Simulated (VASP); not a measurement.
# V (Fm-3m) in VASP: further runs

The runs below take V through single point, with PBE.

All numbers are computed with VASP 6.6.1; they aren't measurements. Logs are shortened: lines on timing, memory, paths and dates and some standing lists are left out, and cuts for length are marked.

**1. The cell of the first run**

It takes space group Fm-3m (No. 225, cubic). Conventional cell: a = 3.868 Å, b = 3.868 Å, c = 3.868 Å, α = 90.00°, β = 90.00°, γ = 90.00°. V (site symmetry m-3m) has 12 V at 2.73 Å within 3.6 Å.

**2. Single point, PBE**

File INCAR:

```
PREC     = Accurate       # precision mode
ENCUT    = 520            # plane-wave cutoff, eV
EDIFF    = 1E-7           # SCF threshold, eV
ISMEAR   = -1             # smearing method
SIGMA    = 0.06122561905347299 # smearing width, eV
LREAL    = F              # projectors in reciprocal space
LASPH    = T              # aspherical terms in the spheres
NELM     = 80             # most SCF steps
ALGO     = Normal         # electronic algorithm
ISIF     = 2              # what is computed and relaxed
LWAVE    = F              # write WAVECAR
LCHARG   = T              # write CHGCAR
GGA      = PE             # functional
LELF     = T              # ELF
LVHAR    = T            
NBANDS   = 12             # bands
```

File KPOINTS:

```
Automatic mesh
0
Gamma
  25 25 25
```

File POSCAR:

```
V
1.0
    0.0000000000      1.9338309724      1.9338309724
    1.9338309724      0.0000000000      1.9338309724
    1.9338309724      1.9338309724      0.0000000000
V
1
Direct
    0.0000000000      0.0000000000      0.0000000000
```

Potentials or basis: VASP PAW PBE potentials, release 64 (V_sv).

Run with:

```console
cat potpaw_PBE.64/V_sv/POTCAR > POTCAR
mpirun -np 1 vasp_std > vasp.out
```

OUTCAR:

```text
PREC = Accurate
   ENCUT = 520
   EDIFF = 1E-7
   ISMEAR = -1
   LREAL = F
   LASPH = T
   NELM = 80
   ISIF = 2
   GGA = PE

 ion  position               nearest neighbor table
   1  0.000  0.000  0.000-

  LATTYP: Found a face centered cubic cell.
 ALAT       =     3.8676619448

  Lattice vectors:

 A1 = (   0.0000000000,   1.9338309724,   1.9338309724)
 A2 = (   1.9338309724,   0.0000000000,   1.9338309724)
 A3 = (   1.9338309724,   1.9338309724,   0.0000000000)

Analysis of symmetry for initial positions (statically):
=====================================================================
 Subroutine PRICEL returns:
 Original cell was already a primitive cell.

 Routine SETGRP: Setting up the symmetry group for a
 face centered cubic supercell.

 Subroutine GETGRP returns: Found 48 space group operations
 (whereof 48 operations were pure point group operations)
 out of a pool of 48 trial point group operations.

The static configuration has the point symmetry O_h .

Analysis of symmetry for dynamics (positions and initial velocities):
=====================================================================
 Subroutine PRICEL returns:
 Original cell was already a primitive cell.

 Routine SETGRP: Setting up the symmetry group for a
 face centered cubic supercell.

 Subroutine GETGRP returns: Found 48 space group operations
 (whereof 48 operations were pure point group operations)
 out of a pool of 48 trial point group operations.

The dynamic configuration has the point symmetry O_h .

 Subroutine INISYM returns: Found 48 space group operations
 (whereof 48 operations are pure point group operations),
 and found     1 'primitive' translations

----------------------------------------------------------------------------------------

                                     Primitive cell

  volume of cell :      14.4639

  direct lattice vectors                    reciprocal lattice vectors
     0.000000000  1.933830972  1.933830972    -0.258554138  0.258554138  0.258554138
     1.933830972  0.000000000  1.933830972     0.258554138 -0.258554138  0.258554138
     1.933830972  1.933830972  0.000000000     0.258554138  0.258554138 -0.258554138

  length of vectors
     2.734849989  2.734849989  2.734849989     0.447828903  0.447828903  0.447828903

  position of ions in fractional coordinates (direct lattice)
     0.000000000  0.000000000  0.000000000

  ion indices of the primitive-cell ions
[... 74 lines left out ...]
   EDIFF  = 0.1E-06   stopping-criterion for ELM
   LREAL  =      F    real-space projection
   EDIFFG = 0.1E-05   stopping-criterion for IOM
   NSW    =      0    number of steps for IOM
   IBRION =     -1    ionic relax: 0-MD 1-quasi-New 2-CG
   NFREE  =      0    steps in history (QN), initial steepest desc. (CG)
   ISIF   =      2    stress and relaxation
   ISYM   =      2    0-nonsym 1-usesym 2-fastsym
   POTIM  = 0.5000    time-step for ionic-motion
   TEBEG  =    0.0;   TEEND  =   0.0 temperature during run
   PSTRESS=    0.0 pullay stress
   NELECT =      13.0000    total number of electrons
   NUPDOWN=      -1.0000    fix difference up-down
   EMIN   =  10.00;   EMAX   =-10.00  energy-range for DOS
   EFERMI =   0.00;   METHOD = LEGACY
   ISMEAR =    -1;   SIGMA  =   0.06  broadening in eV -4-tet -1-fermi 0-gaus
   EFERMI_NEDOS =   21; number of points for ismear=-14 and -15
   IALGO  =     38    algorithm
   IMIX   =      4    mixing-type and parameters
     AMIX     =   0.40;   BMIX     =  1.00
     AMIX_MAG =   1.60;   BMIX_MAG =  1.00
  volume/ion in A,a.u.               =      14.46        97.61
  Fermi-wavevector in a.u.,A,eV,Ry     =   1.579892  2.985563 33.960947  2.496059
  Thomas-Fermi vector in A             =   2.680203
   LORBIT       =      0    0 simple, 1 ext, 2 COOP (PROOUT), +10 PAW based schemes
   GGA     = PE    functional components
   LHFCALC =     F    Hartree Fock is set to
   AEXX    =    0.0000 exact exchange contribution
   IVDW    =     0    specifies the selected vdW correction
   LEPSILON=     F    determine dielectric tensor
   LRPA    =     F    only Hartree local field effects (RPA)
 non-spin polarized calculation
  energy-cutoff  :      520.00
  volume of cell :       14.46
 maximum number of plane-waves:       398
   NGX = 11   NGY = 11   NGZ = 11

 number of electron      12.9999992 magnetization

 Free energy of the ion-electron system (eV)
  ---------------------------------------------------
  ext. energy  EPLUGINS =         0.00000000
  ---------------------------------------------------
  free energy    TOTEN  =        -8.74966346 eV

  energy without entropy =       -8.72740055  energy(sigma->0) =       -8.73853200

 E-fermi :   9.1380     XC(G=0): -12.5262

 val. band max:        9.1358662359   @ k =   0.4400   0.1200   0.0000
 cond. band min:       9.1393509263   @ k =  -0.4000   0.3600   0.0800
 fundamental gap:      0.0034846903
 Fermi energy:         9.1380281111

 k-point     1 :       0.0000    0.0000    0.0000
  band No.  band energies     occupation
      1     -54.9739      2.00000
      2     -28.3837      2.00000
      3     -28.3837      2.00000
      4     -28.3837      2.00000
      5       2.4265      2.00000
      6       9.3086      0.11618
      7       9.3086      0.11618
      8       9.3086      0.11618
      9      10.9514      0.00000
     10      10.9514      0.00000
     11      26.5328      0.00000
     12      31.4651      0.00000
[... 331 lines left out ...]
 k-point    24 :       0.4400    0.0400    0.0000
  band No.  band energies     occupation
      1     -54.8420      2.00000
      2     -29.0558      2.00000
      3     -28.4766      2.00000
      4     -28.4751      2.00000
      5       5.9122      2.00000
      6       9.1459      0.93549
      7       9.2896      0.15525
      8       9.4307      0.01664
      9      11.9679      0.00000
     10      11.9807      0.00000
     11      18.3865      0.00000
     12      25.8275      0.00000

 [... further k-points ...]
[... 5 lines left out ...]
  --------------------------------------------------------------------------------------
  -------------------------------------------------------------------------------------
  Total       -0.5635376     -0.5635376     -0.5635376      0.0000000     -0.0000000      0.0000000
  in kB      -62.4234722    -62.4234722    -62.4234722      0.0000000     -0.0000000      0.0000000
  external PRESSURE =     -62.4234722 kB  Pullay stress =       0.0000000 kB

 VOLUME and BASIS-vectors are now :
 -----------------------------------------------------------------------------
  energy-cutoff  :      520.00
  volume of cell :       14.46
      direct lattice vectors                 reciprocal lattice vectors
     0.000000000  1.933830972  1.933830972    -0.258554138  0.258554138  0.258554138
     1.933830972  0.000000000  1.933830972     0.258554138 -0.258554138  0.258554138
     1.933830972  1.933830972  0.000000000     0.258554138  0.258554138 -0.258554138

 POSITION                                       TOTAL-FORCE (eV/Angst)
 -----------------------------------------------------------------------------------
      0.00000      0.00000      0.00000         0.000000     -0.000000      0.000000
 -----------------------------------------------------------------------------------
    total drift:                                0.000000      0.000000      0.000000

  FREE ENERGIE OF THE ION-ELECTRON SYSTEM (eV)
  ---------------------------------------------------
  free  energy   TOTEN  =        -8.7496634643 eV

  energy  without entropy=       -8.7274005452  energy(sigma->0) =       -8.73853200
```

stdout:

```text
POSCAR found type information on POSCAR V
 POSCAR found :  1 types and       1 ions
 scaLAPACK will be used
 LDA part: xc-table for (Slater+PW92), standard interpolation
 POSCAR, INCAR and KPOINTS ok, starting setup
 FFT: planning ... GRIDC
 FFT: planning ... GRID_SOFT
 FFT: planning ... GRID
 WAVECAR not read
 entering main loop
```

It took 37 s on 1 thread of Intel Xeon 6975P-C, shared host; peak memory 0.19 GiB.

Results:

```
Free energy : -8.7497 eV
Pressure    : -6.2 GPa
```

**3. Single point, PBE**

This run uses another cell than the first one, of 14.74 Å³/atom, 1.019 times its volume.

File INCAR:

```
PREC = Accurate
ENCUT = 520
EDIFF = 1E-6
ISMEAR = -1
SIGMA = 0.06122561905347299
LREAL = F
LASPH = T
NELM = 60
ALGO = Normal
ISIF = 2
LWAVE = F
LCHARG = F
GGA = PE
NBANDS = 12
```

File KPOINTS:

```
regular mesh
0
Gamma
  25 25 25
```

File POSCAR:

```
V
1.0
    0.0000000000      1.9461486993      1.9461486993
    1.9461486993      0.0000000000      1.9461486993
    1.9461486993      1.9461486993      0.0000000000
V
1
Direct
    0.0000000000      0.0000000000      0.0000000000
```

Potentials or basis: VASP PAW PBE potentials, release 64 (V_sv).

Run with:

```console
cat potpaw_PBE.64/V_sv/POTCAR > POTCAR
mpirun -np 1 vasp_std > vasp.out
```

Wall time 36 s (1 thread of Intel Xeon 6975P-C, shared host); peak memory 0.19 GiB.

It converged, with:

- Free energy: -8.7365 eV
- Pressure: -9.0 GPa

Levels at points of the mesh, in eV from the Fermi level:
```tsv
k point	band 4	band 5	band 6	band 7	band 8	band 9
(0.00, 0.00, 0.00)	-37.56	-6.66	0.17	0.17	0.17	1.77
```

**4. Single point, PBE**

This run uses another cell than the first one, of 14.19 Å³/atom, 0.981 times its volume.

File INCAR:

```
SYSTEM = V
PREC = Accurate ; ENCUT = 520
EDIFF = 1E-7 ; ISMEAR = -1
SIGMA = 0.06122561905347299 ; LREAL = .False.
LASPH = .True. ; NELM = 60
ALGO = Normal ; ISIF = 2
LWAVE = .False. ; LCHARG = .False.
GGA = PE ; NBANDS = 12
```

File KPOINTS:

```
Automatic mesh
0
Gamma
  49 49 49
  0 0 0
```

File POSCAR:

```
V
1.0
    0.0000000000      1.9213542962      1.9213542962
    1.9213542962      0.0000000000      1.9213542962
    1.9213542962      1.9213542962      0.0000000000
V
1
Direct
    0.0000000000      0.0000000000      0.0000000000
```

Run with:

```console
cat potpaw_PBE.64/V_sv/POTCAR > POTCAR
mpirun -np 1 vasp_std > vasp.out
```

Run time: 7.3 min. Hardware: 1 thread of Oxide Virtual Turin-like, shared host; peak memory 0.5 GiB.

It converged, with:

| Item | Value |
| --- | --- |
| Free energy | -8.7578 eV |
| Pressure | -3.2 GPa |

Levels at points of the mesh, in eV from the Fermi level:
| k point | band 3 | band 4 | band 5 | band 6 | band 7 | band 8 | band 9 | band 10 |
| --- | --- | --- | --- | --- | --- | --- | --- | --- |
| (0.00, 0.00, 0.00) | -37.48 | -37.48 | -6.77 | 0.17 | 0.17 | 0.17 | 1.86 | 1.86 |

**5. Single point, PBE**

This run uses another cell than the first one, of 13.07 Å³/atom, 0.904 times its volume.

File INCAR:

```
SYSTEM = V
PREC = Accurate
ENCUT = 520
EDIFF = 1E-6
ISMEAR = -1
SIGMA = 0.06122561905347299
LREAL = .FALSE.
LASPH = .TRUE.
NELM = 60
ALGO = Normal
ISIF = 2
LWAVE = .FALSE.
LCHARG = .TRUE.
GGA = PE
LELF = .TRUE.
LVHAR = .TRUE.
NBANDS = 12
```

File KPOINTS:

```
regular mesh
0
G
  49 49 49
  0 0 0
```

File POSCAR:

```
V
1.0
    0.0000000000      1.8697491728      1.8697491728
    1.8697491728      0.0000000000      1.8697491728
    1.8697491728      1.8697491728      0.0000000000
V
1
Direct
    0.0000000000      0.0000000000      0.0000000000
```

Run with:

```console
cat potpaw_PBE.64/V_sv/POTCAR > POTCAR
mpirun -np 1 vasp_std > vasp.out
```

Run time: 8.7 min. Hardware: 1 thread of Oxide Virtual Turin-like, shared host; peak memory 0.47 GiB.

It converged, with:

```
Free energy : -8.7286 eV
Pressure    : 12.5 GPa
```

Levels at points of the mesh, in eV from the Fermi level:
```csv
k point,band 3,band 4,band 5,band 6,band 7,band 8,band 9,band 10
"(0.00, 0.00, 0.00)",-37.28,-37.28,-6.98,0.16,0.16,0.16,2.05,2.05
```

**6. Single point, PBE**

This run uses another cell than the first one, of 13.35 Å³/atom, 0.923 times its volume.

File INCAR:

```
SYSTEM = V
  ALGO = Normal
  EDIFF = 1E-7
  ENCUT = 520
  GGA = PE
  ISIF = 2
  ISMEAR = -1
  LASPH = .True.
  LCHARG = .False.
  LREAL = .False.
  LWAVE = .False.
  NBANDS = 12
  NELM = 60
  PREC = Accurate
  SIGMA = 0.06122561905347299
```

File KPOINTS:

```
k-points
0
Gamma
  49 49 49
  0 0 0
```

File POSCAR:

```
V
1.0
    0.0000000000      1.8829168543      1.8829168543
    1.8829168543      0.0000000000      1.8829168543
    1.8829168543      1.8829168543      0.0000000000
V
1
Direct
    0.0000000000      0.0000000000      0.0000000000
```

Potentials or basis: VASP PAW PBE potentials, release 64 (V_sv).

Run with:

```console
cat potpaw_PBE.64/V_sv/POTCAR > POTCAR
mpirun -np 1 vasp_std > vasp.out
```

OUTCAR:

```text
SYSTEM = V
   EDIFF = 1E-7
   ENCUT = 520
   GGA = PE
   ISIF = 2
   ISMEAR = -1
   LASPH = .True.
   LREAL = .False.
   NELM = 60
   PREC = Accurate

 ion  position               nearest neighbor table
   1  0.000  0.000  0.000-

  LATTYP: Found a face centered cubic cell.
 ALAT       =     3.7658337086

  Lattice vectors:

 A1 = (   0.0000000000,   1.8829168543,   1.8829168543)
 A2 = (   1.8829168543,   0.0000000000,   1.8829168543)
 A3 = (   1.8829168543,   1.8829168543,   0.0000000000)

Analysis of symmetry for initial positions (statically):
=====================================================================
 Subroutine PRICEL returns:
 Original cell was already a primitive cell.

 Routine SETGRP: Setting up the symmetry group for a
 face centered cubic supercell.

 Subroutine GETGRP returns: Found 48 space group operations
 (whereof 48 operations were pure point group operations)
 out of a pool of 48 trial point group operations.

The static configuration has the point symmetry O_h .

Analysis of symmetry for dynamics (positions and initial velocities):
[... 158 lines left out ...]
 val. band max:       10.1454194623   @ k =   0.4082   0.2653   0.0612
 cond. band min:      10.1461335473   @ k =   0.4694   0.1429   0.0204
 fundamental gap:      0.0007140850
 Fermi energy:        10.1459419575

 k-point     1 :       0.0000    0.0000    0.0000
  band No.  band energies     occupation
      1     -53.8935      2.00000
      2     -27.1881      2.00000
      3     -27.1881      2.00000
      4     -27.1881      2.00000
      5       3.2150      2.00000
      6      10.3063      0.13577
      7      10.3063      0.13577
      8      10.3063      0.13577
      9      12.1452      0.00000
     10      12.1452      0.00000
     11      28.0097      0.00000
     12      33.3915      0.00000
[... 331 lines left out ...]
 k-point    24 :       0.4694    0.0000    0.0000
  band No.  band energies     occupation
      1     -53.7041      2.00000
      2     -28.1016      2.00000
      3     -27.3040      2.00000
      4     -27.3040      2.00000
      5       6.6928      2.00000
      6      10.1870      0.67677
      7      10.1870      0.67676
      8      10.9603      0.00000
      9      13.3490      0.00000
     10      13.3490      0.00000
     11      19.7167      0.00000
     12      27.1545      0.00000

 [... further k-points ...]
[... 5 lines left out ...]
  --------------------------------------------------------------------------------------
  -------------------------------------------------------------------------------------
  Total        0.6653061      0.6653061      0.6653061     -0.0000000     -0.0000000      0.0000000
  in kB       79.8378192     79.8378192     79.8378192     -0.0000000     -0.0000000      0.0000000
  external PRESSURE =      79.8378192 kB  Pullay stress =       0.0000000 kB

 VOLUME and BASIS-vectors are now :
 -----------------------------------------------------------------------------
  energy-cutoff  :      520.00
  volume of cell :       13.35
      direct lattice vectors                 reciprocal lattice vectors
     0.000000000  1.882916854  1.882916854    -0.265545448  0.265545448  0.265545448
     1.882916854  0.000000000  1.882916854     0.265545448 -0.265545448  0.265545448
     1.882916854  1.882916854  0.000000000     0.265545448  0.265545448 -0.265545448

 POSITION                                       TOTAL-FORCE (eV/Angst)
 -----------------------------------------------------------------------------------
      0.00000      0.00000      0.00000        -0.000000      0.000000     -0.000000
 -----------------------------------------------------------------------------------
    total drift:                               -0.000000     -0.000000     -0.000000

  FREE ENERGIE OF THE ION-ELECTRON SYSTEM (eV)
  ---------------------------------------------------
  free  energy   TOTEN  =        -8.7464375556 eV

  energy  without entropy=       -8.7258025140  energy(sigma->0) =       -8.73612003
```

Wall time 8.6 min (1 thread of Oxide Virtual Turin-like, shared host); peak memory 0.49 GiB.

What came out:

* Free energy: -8.7464 eV
* Pressure: 8.0 GPa

**7. The runs side by side**

```tsv
cell	k mesh	gap on the mesh (eV)	pressure (GPa)
a = 2.735 Å, angles 60.0°, 1 atom	25 × 25 × 25	none	-6.2
a = 2.752 Å, angles 60.0°, 1 atom	25 × 25 × 25	none	-9.0
a = 2.717 Å, angles 60.0°, 1 atom	49 × 49 × 49	none	-3.2
a = 2.644 Å, angles 60.0°, 1 atom	49 × 49 × 49	none	12.5
a = 2.663 Å, angles 60.0°, 1 atom	49 × 49 × 49	none	8.0
```

Alike in all rows: task single point; level PBE; potentials or basis VASP PAW PBE potentials, release 64 (V_sv); no spin polarisation; cutoff (eV) 520; smearing fermi-dirac 0.0612256 eV.

Absolute energies hang on the potentials; compare differences alone.
